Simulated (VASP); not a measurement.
# Na8Cl7 (a cell with a defect) in VASP: notebook, part 2 of 2

VASP 6.6.1. Earlier steps stand in the parts before.

## 3. Single point, PBE

INCAR reads:

```
  ALGO = Normal
  EDIFF = 1E-6
  ENCUT = 520
  GGA = PE
  ISIF = 2
  ISMEAR = 0
  LASPH = True
  LCHARG = False
  LREAL = Auto
  LWAVE = False
  NBANDS = 66
  NELM = 100
  PREC = Accurate
  SIGMA = 0.1
```

KPOINTS reads:

```
k-points
0
Gamma
  2 2 2
```

POSCAR reads:

```
Na8Cl7
1.0
    0.0000000000      5.6805172600      5.6805172600
    5.6805172600      0.0000000000      5.6805172600
    5.6805172600      5.6805172600      0.0000000000
Na Cl
8 7
Direct
    0.0004792697      0.0003792788      0.0006097156
    0.0003556894      0.0002639724      0.4990447824
   -0.0005913194      0.5012469586     -0.0001425926
    0.0000771937      0.5019159998      0.4991210079
    0.4985379624      0.0004584970      0.0007950860
    0.4994904284      0.0012711871      0.4998326508
    0.4986339924      0.5021854295      0.0007589098
    0.4989812319      0.5017431282      0.4992940555
    0.2495669734      0.2512486865      0.2496666122
    0.2494874912      0.2512963054      0.7497468637
    0.2496254188      0.7510785206      0.2499370101
    0.2495380148      0.7513028840      0.7497535533
    0.7496367505      0.2512108378      0.2497027005
    0.7494229496     -0.2486034168      0.7497693969
    0.7496268923      0.7513663465      0.2496762944
```

Potentials or basis: VASP PAW PBE potentials, release 64 (Na_pv, Cl).

Started as:

```console
$ cat potpaw_PBE.64/Na_pv/POTCAR potpaw_PBE.64/Cl/POTCAR > POTCAR
$ mpirun -np 1 vasp_std > vasp.out
```

OUTCAR:

```text
EDIFF = 1E-6
   ENCUT = 520
   GGA = PE
   ISIF = 2
   ISMEAR = 0
   LASPH = True
   LREAL = Auto
   NELM = 100
   PREC = Accurate

 ion  position               nearest neighbor table
   1  0.000  0.000  0.001-
   2  0.000  0.000  0.499-
   3  0.999  0.501  1.000-
   4  0.000  0.502  0.499-
   5  0.499  0.000  0.001-
   6  0.499  0.001  0.500-
   7  0.499  0.502  0.001-
   8  0.499  0.502  0.499-
   9  0.250  0.251  0.250-
  10  0.249  0.251  0.750-
  11  0.250  0.751  0.250-
  12  0.250  0.751  0.750-
  13  0.750  0.251  0.250-
  14  0.749  0.751  0.750-
  15  0.750  0.751  0.250-

  LATTYP: Found a face centered cubic cell.
 ALAT       =    11.3610345200

  Lattice vectors:

 A1 = (   0.0000000000,   5.6805172600,   5.6805172600)
 A2 = (   5.6805172600,   0.0000000000,   5.6805172600)
 A3 = (   5.6805172600,   5.6805172600,   0.0000000000)

Analysis of symmetry for initial positions (statically):
=====================================================================
 Subroutine PRICEL returns:
 Original cell was already a primitive cell.

 Routine SETGRP: Setting up the symmetry group for a
 face centered cubic supercell.

 Subroutine GETGRP returns: Found  1 space group operations
 (whereof  1 operations were pure point group operations)
 out of a pool of 48 trial point group operations.

The static configuration has the point symmetry C_1 .

Analysis of symmetry for dynamics (positions and initial velocities):
=====================================================================
 Subroutine PRICEL returns:
 Original cell was already a primitive cell.

 Routine SETGRP: Setting up the symmetry group for a
 face centered cubic supercell.

 Subroutine GETGRP returns: Found  1 space group operations
 (whereof  1 operations were pure point group operations)
 out of a pool of 48 trial point group operations.

The dynamic configuration has the point symmetry C_1 .

 Subroutine INISYM returns: Found  1 space group operations
 (whereof  1 operations are pure point group operations),
 and found     1 'primitive' translations

----------------------------------------------------------------------------------------

                                     Primitive cell

  volume of cell :     366.6010

  direct lattice vectors                    reciprocal lattice vectors
     0.000000000  5.680517260  5.680517260    -0.088020153  0.088020153  0.088020153
     5.680517260  0.000000000  5.680517260     0.088020153 -0.088020153  0.088020153
     5.680517260  5.680517260  0.000000000     0.088020153  0.088020153 -0.088020153

  length of vectors
     8.033464550  8.033464550  8.033464550     0.152455378  0.152455378  0.152455378

  position of ions in fractional coordinates (direct lattice)
[... 68 lines left out ...]
  0.000000  0.500000  0.500000      1.000000
  0.500000  0.000000  0.500000      1.000000
   k-points           NKPTS =      8   k-points in BZ     NKDIM =      8   number of bands    NBANDS=     66
   number of dos      NEDOS =    301   number of ions     NIONS =     15
   total plane-waves  NPLWV = 216000
   dimension x,y,z NGX =    60 NGY =   60 NGZ =   60
   dimension x,y,z NGXF=   120 NGYF=  120 NGZF=  120
   ions per type =               8   7
   NGX,Y,Z   is equivalent  to a cutoff of  12.42, 12.42, 12.42 a.u.
   NGXF,Y,Z  is equivalent  to a cutoff of  24.83, 24.83, 24.83 a.u.
 SYSTEM =  unknown system
   PREC   = accura    normal or accurate (medium, high low for compatibility)
   ISTART =      0    job   : 0-new  1-cont  2-samecut
   ICHARG =      2    charge: 1-file 2-atom 10-const
   ISPIN  =      1    spin polarized calculation?
   LNONCOLLINEAR =      F non collinear calculations
   LSORBIT =      F    spin-orbit coupling
   LASPH  =      T    aspherical Exc in radial PAW
   ENCUT  =  520.0 eV  38.22 Ry    6.18 a.u.  14.94 14.94 14.94*2*pi/ulx,y,z
   NELM   =    100;   NELMIN=  2; NELMDL= -5     # of ELM steps
   EDIFF  = 0.1E-05   stopping-criterion for ELM
   LREAL  =      T    real-space projection
   EDIFFG = 0.1E-04   stopping-criterion for IOM
   NSW    =      0    number of steps for IOM
   IBRION =     -1    ionic relax: 0-MD 1-quasi-New 2-CG
   NFREE  =      0    steps in history (QN), initial steepest desc. (CG)
   ISIF   =      2    stress and relaxation
   ISYM   =      2    0-nonsym 1-usesym 2-fastsym
   POTIM  = 0.5000    time-step for ionic-motion
   TEBEG  =    0.0;   TEEND  =   0.0 temperature during run
   PSTRESS=    0.0 pullay stress
   NELECT =     105.0000    total number of electrons
   NUPDOWN=      -1.0000    fix difference up-down
   EMIN   =  10.00;   EMAX   =-10.00  energy-range for DOS
   EFERMI =   0.00;   METHOD = LEGACY
   ISMEAR =     0;   SIGMA  =   0.10  broadening in eV -4-tet -1-fermi 0-gaus
   EFERMI_NEDOS =   21; number of points for ismear=-14 and -15
   IALGO  =     38    algorithm
   IMIX   =      4    mixing-type and parameters
     AMIX     =   0.40;   BMIX     =  1.00
     AMIX_MAG =   1.60;   BMIX_MAG =  1.00
  volume/ion in A,a.u.               =      24.44       164.93
  Fermi-wavevector in a.u.,A,eV,Ry     =   1.079129  2.039258 15.844250  1.164519
  Thomas-Fermi vector in A             =   2.215086
   LORBIT       =      0    0 simple, 1 ext, 2 COOP (PROOUT), +10 PAW based schemes
   GGA     = PE    functional components
   LHFCALC =     F    Hartree Fock is set to
   AEXX    =    0.0000 exact exchange contribution
   IVDW    =     0    specifies the selected vdW correction
   LEPSILON=     F    determine dielectric tensor
   LRPA    =     F    only Hartree local field effects (RPA)
 non-spin polarized calculation
 Gauss-broadening in eV      SIGMA  =   0.10
  energy-cutoff  :      520.00
  volume of cell :      366.60
 maximum number of plane-waves:      9922
 NGX is ok and might be reduce to    60
   NGX = 29   NGY = 29   NGZ = 29

 number of electron     104.9999957 magnetization

 Free energy of the ion-electron system (eV)
  ---------------------------------------------------
  ext. energy  EPLUGINS =         0.00000000
  ---------------------------------------------------
  free energy    TOTEN  =       -47.87671057 eV

  energy without entropy =      -47.85402352  energy(sigma->0) =      -47.86536704

 E-fermi :   3.2850     XC(G=0):  -7.8178

 val. band max:        3.2375263032   @ k =   0.5000   0.5000   0.5000
 cond. band min:       3.5032670978   @ k =   0.0000   0.5000   0.5000
 fundamental gap:      0.2657407946
 Fermi energy:         3.2850373499

 k-point     1 :       0.0000    0.0000    0.0000
  band No.  band energies     occupation
      1     -22.2051      2.00000
      2     -22.1944      2.00000
      3     -22.1943      2.00000
      4     -22.1939      2.00000
      5     -22.1910      2.00000
      6     -22.1907      2.00000
[... 525 lines left out ...]
     63       7.7987      0.00000
     64       7.8283      0.00000
 [bands above 64 left out]

------------------------ aborting loop because EDIFF is reached ----------------------------------------

  FORCE on cell =-STRESS in cart. coord.  units (eV):
  Direction    XX          YY          ZZ          XY          YZ          ZX
  --------------------------------------------------------------------------------------
  -------------------------------------------------------------------------------------
  Total        0.6722707      0.6639175      0.6656864      0.0021396      0.0021116     -0.0018254
  in kB        2.9380630      2.9015565      2.9092872      0.0093507      0.0092284     -0.0079778
  external PRESSURE =       2.9163022 kB  Pullay stress =       0.0000000 kB

 VOLUME and BASIS-vectors are now :
 -----------------------------------------------------------------------------
  energy-cutoff  :      520.00
  volume of cell :      366.60
      direct lattice vectors                 reciprocal lattice vectors
     0.000000000  5.680517260  5.680517260    -0.088020153  0.088020153  0.088020153
     5.680517260  0.000000000  5.680517260     0.088020153 -0.088020153  0.088020153
     5.680517260  5.680517260  0.000000000     0.088020153  0.088020153 -0.088020153

 POSITION                                       TOTAL-FORCE (eV/Angst)
 -----------------------------------------------------------------------------------
      0.00562      0.00619      0.00488         0.000601     -0.001504     -0.000014
      2.83633      2.83685      0.00352         0.001529     -0.000724      0.001746
      8.52705     11.35687      8.52450         0.000071     -0.000520      0.001986
      5.68641      2.83570      2.85158         0.000329      0.001029      0.001070
      0.00712      2.83647      2.83456        -0.001043     -0.000202      0.002168
      2.84653      5.67667      2.84458         0.000070     -0.001123      0.000983
      2.85698      2.83681      5.68517        -0.002184     -0.000403     -0.000375
      5.68641      5.67072      5.68463         0.000220     -0.001286      0.000825
      2.84546      2.83590      2.84489         0.001431      0.000826     -0.000853
      5.68644      5.67617      2.84471        -0.000219      0.000982     -0.000727
      5.68629      2.83777      5.68452         0.000127     -0.000150     -0.000932
      8.52678      5.67649      5.68529        -0.000574      0.001216     -0.001177
      2.84545      5.67677      5.68533         0.000817      0.000483     -0.001066
      8.52740      8.51619      8.52543        -0.000895      0.001424     -0.001125
      5.68644      5.67656      8.52642        -0.000280     -0.000049     -0.002510
 -----------------------------------------------------------------------------------
    total drift:                               -0.004055      0.000922     -0.001855

  FREE ENERGIE OF THE ION-ELECTRON SYSTEM (eV)
  ---------------------------------------------------
  free  energy   TOTEN  =       -47.8767105674 eV

  energy  without entropy=      -47.8540235215  energy(sigma->0) =      -47.86536704
```

Wall time 5.1 min (1 thread of AMD EPYC 9R45 (Zen 5), shared host); peak memory 0.47 GiB.

Results:

* Free energy: -47.8767 eV
* Pressure: 0.3 GPa
* Band gap on the k mesh: zero (an odd number of electrons rules out a gap without spin polarisation)

Forces in eV/Å, atoms in the order of the input:
```
Na   0.001 -0.002  0.000
Na   0.002 -0.001  0.002
Na   0.000 -0.001  0.002
Na   0.000  0.001  0.001
Na  -0.001  0.000  0.002
Na   0.000 -0.001  0.001
Na  -0.002  0.000  0.000
Na   0.000 -0.001  0.001
Cl   0.001  0.001 -0.001
Cl   0.000  0.001 -0.001
Cl   0.000  0.000 -0.001
Cl  -0.001  0.001 -0.001
Cl   0.001  0.000 -0.001
Cl  -0.001  0.001 -0.001
Cl   0.000  0.000 -0.003
```

Levels at points of the mesh, in eV from the Fermi level:
| k point | band 49 | band 50 | band 51 | band 52 | band 53 | band 54 | band 55 | band 56 | band 57 | band 58 |
| --- | --- | --- | --- | --- | --- | --- | --- | --- | --- | --- |
| (0.00, 0.00, 0.00) | -4.82 | -4.63 | -4.63 | -4.63 | -0.87 | 1.46 | 2.74 | 2.74 | 2.74 | 2.86 |
| (0.50, 0.00, 0.00) | -4.81 | -4.81 | -4.70 | -4.70 | -0.05 | 1.31 | 2.79 | 2.80 | 2.80 | 2.97 |
| (0.00, 0.50, 0.00) | -4.81 | -4.81 | -4.70 | -4.70 | -0.05 | 1.31 | 2.79 | 2.80 | 2.80 | 2.97 |
| (0.00, 0.00, 0.50) | -4.81 | -4.81 | -4.70 | -4.70 | -0.05 | 1.31 | 2.79 | 2.80 | 2.80 | 2.97 |
| (0.50, 0.50, 0.50) | -4.81 | -4.81 | -4.70 | -4.70 | -0.05 | 1.31 | 2.79 | 2.80 | 2.80 | 2.97 |
| (0.50, 0.50, 0.00) | -4.86 | -4.86 | -4.83 | -4.82 | 0.22 | 1.50 | 2.42 | 2.42 | 2.92 | 3.48 |
| (0.00, 0.50, 0.50) | -4.86 | -4.86 | -4.83 | -4.82 | 0.22 | 1.50 | 2.42 | 2.42 | 2.92 | 3.48 |
| (0.50, 0.00, 0.50) | -4.86 | -4.86 | -4.83 | -4.82 | 0.22 | 1.50 | 2.42 | 2.42 | 2.92 | 3.48 |

Caveat: the k points lie up to 0.48 Å⁻¹ apart, too coarse for converged energies and pressures of a metal; an odd number of electrons without spin polarisation forces a metal; a magnetic or distorted state may lie lower.
